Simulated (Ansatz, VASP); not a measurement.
## TiMnB4: VASP beside Ansatz

```
Ti Mn B
1.0
     3.02465    0.00000    0.00000
    -1.51232    2.61942    0.00000
     0.00000    0.00000    6.13395
Ti Mn B
1 1 4
Direct
  0.00000 0.00000 0.00000
  0.00000 0.00000 0.50000
  0.33333 0.66667 0.74155
  0.66667 0.33333 0.74155
  0.33333 0.66667 0.25845
  0.66667 0.33333 0.25845
```

Alike in both runs: functional PBE; k mesh 12 × 12 × 6; occupations gaussian, width 0.1 eV; collinear spin.

Ansatz relaxed the structure, and its values are those at the end. VASP's run is a single point on that final structure, the one shown.

|  | VASP | Ansatz |
| --- | --- | --- |
| version | VASP 6.6.1 | Ansatz 0.2.0 |
| potentials or method | VASP PAW PBE potentials, release 64 (Ti_sv, Mn_pv, B), cutoff 520 eV | scalar-relativistic, plane waves, PAW |
| valence electrons in the cell | 37 | 39 |

VASP gave:

- gap on the k mesh at the Fermi level (eV): none
- pressure (GPa): 0.2
- net moment per atom (μB): 0.40
- size of the moment on the site where the two differ most (μB): 2.39

**Question.** What did Ansatz give for the same quantities?

**Answer.** gap on the k mesh at the Fermi level (eV): none; pressure (GPa): 0.0; net moment per atom (μB): 0.40; size of the moment on the site where the two differ most (μB): 2.28.

Site moments also hang on the region over which each program counts them. A gap of «none» marks a metal or a gap that the smearing closes. VASP's potentials hold 37 valence electrons a cell and Ansatz's 39, so a difference there can come from the potentials and not from the codes.
